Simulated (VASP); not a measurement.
# CaS (Fm-3m) in VASP: single point with PBE

Aim: the single point of CaS with PBE.

Everything below comes from runs of VASP 6.6.1. Logs are shortened: lines on timing, memory, paths and dates and some standing lists are left out, and cuts for length are marked.

## Step 1: The cell of the first run

Symmetry: Fm-3m, No. 225, cubic system. Conventional cell: a = 5.637 Å, b = 5.637 Å, c = 5.637 Å, α = 90.00°, β = 90.00°, γ = 90.00°. Within 3.7 Å of Ca (site symmetry m-3m) lie 6 S at 2.82 Å. Within 3.7 Å of S (site symmetry m-3m) lie 6 Ca at 2.82 Å.

## Step 2: Single point, PBE

POSCAR reads:

```
CaS
1.0
    0.0000000000      2.8184960000      2.8184960000
    2.8184960000      0.0000000000      2.8184960000
    2.8184960000      2.8184960000      0.0000000000
Ca S
1 1
Direct
    0.0000000000      0.0000000000      0.0000000000
    0.5000000000      0.5000000000      0.5000000000
```

INCAR.step1 reads:

```
SYSTEM = CaS
  PREC = Accurate
  ENCUT = 400
  EDIFF = 1E-6
  ISMEAR = -1
  SIGMA = 0.1
  LREAL = .FALSE.
  LASPH = .TRUE.
  NELM = 120
  ALGO = Normal
  ISIF = 2
  LWAVE = .FALSE.
  LCHARG = .TRUE.
  GGA = PE
  NBANDS = 15
  GGA_COMPAT = .FALSE.
  NEDOS = 2001
  LORBIT = 11
```

KPOINTS.step1 reads:

```
regular mesh
0
G
  8 8 8
  0 0 0
```

INCAR.step2 reads:

```
SYSTEM = CaS
  PREC = Accurate
  ENCUT = 400
  EDIFF = 1E-6
  ISMEAR = -5
  SIGMA = 0.1
  LREAL = .FALSE.
  LASPH = .TRUE.
  NELM = 120
  ALGO = Normal
  ISIF = 2
  LWAVE = .FALSE.
  LCHARG = .FALSE.
  GGA = PE
  LORBIT = 11
  NEDOS = 2001
  ICHARG = 11
  GGA_COMPAT = .FALSE.
```

KPOINTS.step2 reads:

```
regular mesh
0
G
  12 12 12
  0 0 0
```

Potentials or basis: VASP PAW PBE potentials, release 64 (Ca_sv, S).

On the command line:

```
cat potpaw_PBE.64/Ca_sv/POTCAR potpaw_PBE.64/S/POTCAR > POTCAR
cp INCAR.step1 INCAR
cp KPOINTS.step1 KPOINTS
mpirun -np 1 vasp_std > vasp.out
cp INCAR.step2 INCAR
cp KPOINTS.step2 KPOINTS
mpirun -np 1 vasp_std > vasp.out
```

OUTCAR:

```text
SYSTEM = CaS
   PREC = Accurate
   ENCUT = 400
   EDIFF = 1E-6
   ISMEAR = -5
   LREAL = .FALSE.
   LASPH = .TRUE.
   NELM = 120
   ISIF = 2
   GGA = PE
   LORBIT = 11
   ICHARG = 11

 ion  position               nearest neighbor table
   1  0.000  0.000  0.000-   2 2.82   2 2.82   2 2.82   2 2.82   2 2.82   2 2.82
   2  0.500  0.500  0.500-   1 2.82   1 2.82   1 2.82   1 2.82   1 2.82   1 2.82

  LATTYP: Found a face centered cubic cell.
 ALAT       =     5.6369920000

  Lattice vectors:

 A1 = (   0.0000000000,   2.8184960000,   2.8184960000)
 A2 = (   2.8184960000,   0.0000000000,   2.8184960000)
 A3 = (   2.8184960000,   2.8184960000,   0.0000000000)

Analysis of symmetry for initial positions (statically):
=====================================================================
 Subroutine PRICEL returns:
 Original cell was already a primitive cell.

 Routine SETGRP: Setting up the symmetry group for a
 face centered cubic supercell.

 Subroutine GETGRP returns: Found 48 space group operations
 (whereof 48 operations were pure point group operations)
 out of a pool of 48 trial point group operations.

The static configuration has the point symmetry O_h .

Analysis of symmetry for dynamics (positions and initial velocities):
=====================================================================
 Subroutine PRICEL returns:
 Original cell was already a primitive cell.

 Routine SETGRP: Setting up the symmetry group for a
 face centered cubic supercell.

 Subroutine GETGRP returns: Found 48 space group operations
 (whereof 48 operations were pure point group operations)
 out of a pool of 48 trial point group operations.

The dynamic configuration has the point symmetry O_h .

 Subroutine INISYM returns: Found 48 space group operations
 (whereof 48 operations are pure point group operations),
 and found     1 'primitive' translations

----------------------------------------------------------------------------------------

                                     Primitive cell

  volume of cell :      44.7798

  direct lattice vectors                    reciprocal lattice vectors
     0.000000000  2.818496000  2.818496000    -0.177399578  0.177399578  0.177399578
     2.818496000  0.000000000  2.818496000     0.177399578 -0.177399578  0.177399578
     2.818496000  2.818496000  0.000000000     0.177399578  0.177399578 -0.177399578

  length of vectors
     3.985955269  3.985955269  3.985955269     0.307265082  0.307265082  0.307265082

  position of ions in fractional coordinates (direct lattice)
     0.000000000  0.000000000  0.000000000
     0.500000000  0.500000000  0.500000000

  ion indices of the primitive-cell ions
   primitive index   ion index
                 1           1
                 2           2

----------------------------------------------------------------------------------------

 KPOINTS: regular mesh

Automatic generation of k-mesh.
 Grid dimensions read from file:
 generate k-points for:   12   12   12

 Generating k-lattice:

  Cartesian coordinates                     Fractional coordinates (reciprocal lattice)
    -0.014783298  0.014783298  0.014783298     0.083333333  0.000000000  0.000000000
     0.014783298 -0.014783298  0.014783298     0.000000000  0.083333333  0.000000000
     0.014783298  0.014783298 -0.014783298     0.000000000  0.000000000  0.083333333

  Length of vectors
     0.025605423  0.025605423  0.025605423

  Shift w.r.t. Gamma in fractional coordinates (k-lattice)
     0.000000000  0.000000000  0.000000000

 TETIRR: Found    247 inequivalent tetrahedra from    10368

 Subroutine IBZKPT returns following result:
 ===========================================

 Found     72 irreducible k-points:

 Following reciprocal coordinates:
            Coordinates               Weight
  0.000000  0.000000  0.000000      1.000000
  0.083333  0.000000  0.000000      8.000000
  0.166667  0.000000  0.000000      8.000000
  0.250000  0.000000  0.000000      8.000000
  0.333333  0.000000  0.000000      8.000000
  0.416667  0.000000  0.000000      8.000000
[... 16 lines left out ...]
  0.500000  0.166667  0.000000     24.000000
 -0.416667  0.166667  0.000000     24.000000
 [... further k-points ...]
   k-points           NKPTS =     72   k-points in BZ     NKDIM =     72   number of bands    NBANDS=     12
   number of dos      NEDOS =   2001   number of ions     NIONS =      2
   total plane-waves  NPLWV =  21952
   dimension x,y,z NGX =    28 NGY =   28 NGZ =   28
   dimension x,y,z NGXF=    56 NGYF=   56 NGZF=   56
   ions per type =               1   1
   NGX,Y,Z   is equivalent  to a cutoff of  11.68, 11.68, 11.68 a.u.
   NGXF,Y,Z  is equivalent  to a cutoff of  23.36, 23.36, 23.36 a.u.
 SYSTEM =  CaS
   PREC   = accura    normal or accurate (medium, high low for compatibility)
   ISTART =      0    job   : 0-new  1-cont  2-samecut
   ICHARG =     11    charge: 1-file 2-atom 10-const
   ISPIN  =      1    spin polarized calculation?
   LNONCOLLINEAR =      F non collinear calculations
   LSORBIT =      F    spin-orbit coupling
   LASPH  =      T    aspherical Exc in radial PAW
   ENCUT  =  400.0 eV  29.40 Ry    5.42 a.u.   6.50  6.50  6.50*2*pi/ulx,y,z
   NELM   =    120;   NELMIN=  2; NELMDL=  0     # of ELM steps
   EDIFF  = 0.1E-05   stopping-criterion for ELM
   LREAL  =      F    real-space projection
   EDIFFG = 0.1E-04   stopping-criterion for IOM
   NSW    =      0    number of steps for IOM
   IBRION =     -1    ionic relax: 0-MD 1-quasi-New 2-CG
   NFREE  =      0    steps in history (QN), initial steepest desc. (CG)
   ISIF   =      2    stress and relaxation
   ISYM   =      2    0-nonsym 1-usesym 2-fastsym
   POTIM  = 0.5000    time-step for ionic-motion
   TEBEG  =    0.0;   TEEND  =   0.0 temperature during run
   PSTRESS=    0.0 pullay stress
   NELECT =      16.0000    total number of electrons
   NUPDOWN=      -1.0000    fix difference up-down
   EMIN   =  10.00;   EMAX   =-10.00  energy-range for DOS
   EFERMI =   0.00;   METHOD = LEGACY
   ISMEAR =    -5;   SIGMA  =   0.10  broadening in eV -4-tet -1-fermi 0-gaus
   EFERMI_NEDOS =   21; number of points for ismear=-14 and -15
   IALGO  =     38    algorithm
   IMIX   =      4    mixing-type and parameters
     AMIX     =   0.40;   BMIX     =  1.00
     AMIX_MAG =   1.60;   BMIX_MAG =  1.00
  volume/ion in A,a.u.               =      22.39       151.09
  Fermi-wavevector in a.u.,A,eV,Ry     =   1.161682  2.195261 18.361143  1.349506
  Thomas-Fermi vector in A             =   2.298252
   LORBIT       =     11    0 simple, 1 ext, 2 COOP (PROOUT), +10 PAW based schemes
   GGA     = PE    functional components
   LHFCALC =     F    Hartree Fock is set to
   AEXX    =    0.0000 exact exchange contribution
   IVDW    =     0    specifies the selected vdW correction
   LEPSILON=     F    determine dielectric tensor
   LRPA    =     F    only Hartree local field effects (RPA)
 non-spin polarized calculation
 Fermi weights with tetrahedron method with Bloechl corrections
  energy-cutoff  :      400.00
  volume of cell :       44.78
 maximum number of plane-waves:       869
 NGX is ok and might be reduce to    28

 number of electron      16.0000005 magnetization

 Free energy of the ion-electron system (eV)
  ---------------------------------------------------
  ext. energy  EPLUGINS =         0.00000000
  ---------------------------------------------------
  free energy    TOTEN  =       -10.34896099 eV

  energy without entropy =      -10.34896099  energy(sigma->0) =      -10.34896099

 E-fermi :   2.9551     XC(G=0):  -9.4484

 val. band max:        2.9507660669   @ k =   0.0000   0.0000   0.0000
 cond. band min:       5.2347516250   @ k =   0.5000   0.5000   0.0000
 fundamental gap:      2.2839855581
 Fermi energy:         2.9550606361

 k-point     1 :       0.0000    0.0000    0.0000
  band No.  band energies     occupation
      1     -36.1420      2.00000
      2     -17.1254      2.00000
      3     -17.1254      2.00000
      4     -17.1254      2.00000
      5      -8.4791      2.00000
      6       2.9508      2.00000
      7       2.9508      2.00000
      8       2.9508      2.00000
      9       7.1084      0.00000
     10       7.1084      0.00000
     11       7.1084      0.00000
     12       7.2936      0.00000

 k-point     2 :       0.0833    0.0000    0.0000
  band No.  band energies     occupation
      1     -36.1410      2.00000
      2     -17.1388      2.00000
      3     -17.1264      2.00000
      4     -17.1264      2.00000
      5      -8.4262      2.00000
      6       2.6168      2.00000
      7       2.8364      2.00000
      8       2.8364      2.00000
      9       7.1229      0.00000
     10       7.2192      0.00000
     11       7.2192      0.00000
     12       7.6579      0.00000

 k-point     3 :       0.1667    0.0000    0.0000
  band No.  band energies     occupation
      1     -36.1385      2.00000
      2     -17.1750      2.00000
      3     -17.1291      2.00000
      4     -17.1291      2.00000
      5      -8.2783      2.00000
      6       1.8764      2.00000
      7       2.5601      2.00000
      8       2.5601      2.00000
      9       7.1465      0.00000
     10       7.5141      0.00000
     11       7.5141      0.00000
     12       8.4694      0.00000
[... 286 lines left out ...]
 k-point    23 :       0.5000    0.1667    0.0000
  band No.  band energies     occupation
      1     -36.1273      2.00000
      2     -17.2915      2.00000
      3     -17.1638      2.00000
      4     -17.1503      2.00000
      5      -7.6571      2.00000
      6       0.1023      2.00000
      7       1.5187      2.00000
      8       1.8206      2.00000
      9       7.5198      0.00000
     10       9.1525      0.00000
     11       9.3767      0.00000
     12       9.6805      0.00000

 k-point    24 :      -0.4167    0.1667    0.0000
  band No.  band energies     occupation
      1     -36.1271      2.00000
      2     -17.2942      2.00000
      3     -17.1696      2.00000
      4     -17.1461      2.00000
      5      -7.6319      2.00000
      6       0.0512      2.00000
      7       1.5001      2.00000
      8       1.7492      2.00000
      9       8.0988      0.00000
     10       8.6955      0.00000
     11       9.1049      0.00000
     12       9.8402      0.00000

 [... further k-points ...]

------------------------ aborting loop because EDIFF is reached ----------------------------------------

  FORCE on cell =-STRESS in cart. coord.  units (eV):
  Direction    XX          YY          ZZ          XY          YZ          ZX
  --------------------------------------------------------------------------------------
  -------------------------------------------------------------------------------------
  Total        0.7346566      0.7346566      0.7346566      0.0000000     -0.0000000      0.0000000
  in kB       26.2852857     26.2852857     26.2852857      0.0000000     -0.0000000      0.0000000
  external PRESSURE =      26.2852857 kB  Pullay stress =       0.0000000 kB

 VOLUME and BASIS-vectors are now :
 -----------------------------------------------------------------------------
  energy-cutoff  :      400.00
  volume of cell :       44.78
      direct lattice vectors                 reciprocal lattice vectors
     0.000000000  2.818496000  2.818496000    -0.177399578  0.177399578  0.177399578
     2.818496000  0.000000000  2.818496000     0.177399578 -0.177399578  0.177399578
     2.818496000  2.818496000  0.000000000     0.177399578  0.177399578 -0.177399578

 POSITION                                       TOTAL-FORCE (eV/Angst)
 -----------------------------------------------------------------------------------
      0.00000      0.00000      0.00000         0.000000      0.000000      0.000000
      2.81850      2.81850      2.81850        -0.000000     -0.000000     -0.000000
 -----------------------------------------------------------------------------------
    total drift:                                0.000000      0.000000      0.000000

  FREE ENERGIE OF THE ION-ELECTRON SYSTEM (eV)
  ---------------------------------------------------
  free  energy   TOTEN  =       -10.3489609857 eV

  energy  without entropy=      -10.3489609857  energy(sigma->0) =      -10.34896099

 total charge

# of ion       s       p       d       tot
------------------------------------------
    1        2.034   5.861   0.255   8.149
    2        1.314   2.486   0.000   3.801
--------------------------------------------------
tot          3.348   8.347   0.255  11.950
```

Run time: 27 s. Hardware: 1 thread of Intel Xeon 8259CL, shared host; peak memory 0.17 GiB.

Results:

```yaml
Valence_electrons_inside_the_program's_atomic_spheres: Ca 8.15; S 3.80
```
